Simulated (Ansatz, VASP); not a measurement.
Two plane-wave programs on Si7Ge

Contents of POSCAR:

```
Si7Ge
1.0
    5.4653950700      0.0000000000      0.0000000000
    0.0000000000      5.4653950700      0.0000000000
    0.0000000000      0.0000000000      5.4653950700
Si Ge
7 1
Direct
    0.2526152100      0.2526152100      0.2526152100
    0.0000000000      0.5000000000      0.5000000000
    0.5000000000      0.5000000000      0.0000000000
    0.5000000000      0.0000000000      0.5000000000
    0.7473847900      0.2526152100      0.7473847900
    0.7473847900      0.7473847900      0.2526152100
    0.2526152100      0.7473847900      0.7473847900
    0.0158456140      0.0158456140      0.0158456140
```

The input INCAR.step1:

```
SYSTEM = Si7Ge
PREC = Accurate
ENCUT = 520
ISMEAR = 0
SIGMA = 0.05
LREAL = .FALSE.
LASPH = .TRUE.
NELM = 100
NBANDS = 31
GGA = PE
ALGO = Normal
EDIFF = 1E-4
LWAVE = .TRUE.
LCHARG = .FALSE.
```

File INCAR.step2:

```
SYSTEM = Si7Ge
PREC = Accurate
ENCUT = 520
EDIFF = 1E-6
ISMEAR = 0
SIGMA = 0.05
LREAL = .FALSE.
LASPH = .TRUE.
NELM = 100
ALGO = Normal
ISIF = 2
LWAVE = .FALSE.
LCHARG = .FALSE.
METAGGA = R2SCAN
LMIXTAU = .TRUE.
NBANDS = 31
ISTART = 1
```

File KPOINTS:

```
Automatic mesh
0
G
  6 6 6
  0 0 0
```

Input for Ansatz:

```yaml
crystal:
  lattice:
    - [5.46539507, 0.0, 0.0]
    - [0.0, 5.46539507, 0.0]
    - [0.0, 0.0, 5.46539507]
  atoms:
    - { symbol: Si, position: [0.25261521, 0.25261521, 0.25261521] }
    - { symbol: Si, position: [0.0, 0.5, 0.5] }
    - { symbol: Si, position: [0.5, 0.5, 0.0] }
    - { symbol: Si, position: [0.5, 0.0, 0.5] }
    - { symbol: Si, position: [0.74738479, 0.25261521, 0.74738479] }
    - { symbol: Si, position: [0.74738479, 0.74738479, 0.25261521] }
    - { symbol: Si, position: [0.25261521, 0.74738479, 0.74738479] }
    - { symbol: Ge, position: [0.015845614, 0.015845614, 0.015845614] }
basis:
  ecutwfc: 500
kpoints:
  mp_grid: { grid: [6, 6, 6] }
hamiltonian:
  xc: r2scan
scf:
  occupations: { method: gaussian, width: 0.05 }
output:
  forces: true
  stress: true
  eigenvalues: true
```

Alike in both runs: task single point; functional r2SCAN; k mesh 6 × 6 × 6; occupations gaussian, width 0.05 eV; no spin polarisation.

```csv
,VASP,Ansatz
version,VASP 6.6.1,Ansatz 0.2.0
potentials or method,"VASP PAW PBE potentials, release 64 (Si, Ge_d), cutoff 520 eV","scalar-relativistic, plane waves, PAW"
valence electrons in the cell,42,42
```

VASP gave:

| Quantity | Value |
| --- | --- |
| gap on the k mesh at the Fermi level (eV) | 0.50 |
| least direct gap on the mesh (eV) | 0.50 |
| pressure (GPa) | 0.2 |
| traceless stress, the component that is largest in VASP (GPa) | 1.02 |
| rms of the force components (eV/Å) | 0.614 |

Task: Estimate Ansatz's values.

Result: gap on the k mesh at the Fermi level (eV): 0.49; least direct gap on the mesh (eV): 0.49; pressure (GPa): 0.4; traceless stress, the component that is largest in VASP (GPa): 1.03; rms of the force components (eV/Å): 0.615.

VASP's potentials were made for PBE, not for r2SCAN. Atom by atom the forces differ by 0.007 eV/Å (rms over components).
